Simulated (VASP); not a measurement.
A run of VASP 6.6.1 is set up as follows.

File INCAR:

```
SYSTEM = Li3B4
ALGO = Normal
EDIFF = 1E-6
ENCUT = 520
GGA = PE
ISIF = 2
ISMEAR = 0
LASPH = .True.
LCHARG = .False.
LREAL = .False.
LWAVE = .False.
NBANDS = 20
NELM = 60
PREC = Accurate
SIGMA = 0.1
```

Contents of KPOINTS:

```
k-points
0
Gamma
  6 6 6
  0 0 0
```

The input POSCAR:

```
Li3B4
1.0
   -2.1646466200      2.1646466200      3.2773259600
    2.1646466200     -2.1646466200      3.2773259600
    2.1646466200      2.1646466200     -3.2773259600
Li B
3 4
Direct
    0.6837102700      0.6837102700      0.0000000000
    0.3162897300      0.3162897300      0.0000000000
    0.0000000000      0.0000000000      0.0000000000
    0.7500000000      0.2500000000      0.5000000000
    0.2500000000      0.7500000000      0.5000000000
    0.5000000000      0.0000000000      0.5000000000
    0.0000000000      0.5000000000      0.5000000000
```

Potentials or basis: VASP PAW PBE potentials, release 64 (Li_sv, B).

The run is started by

```sh
$ cat potpaw_PBE.64/Li_sv/POTCAR potpaw_PBE.64/B/POTCAR > POTCAR
$ mpirun -np 1 vasp_std > vasp.out
```

Q: Estimate the largest force.

A: 0.860 eV/Å.

Forces on the atoms (eV/Å):
```
Li   0.000  0.000 -0.860
Li   0.000  0.000  0.860
Li   0.000  0.000  0.000
B    0.000  0.000  0.000
B    0.000  0.000  0.000
B    0.000  0.000  0.000
B    0.000  0.000  0.000
```
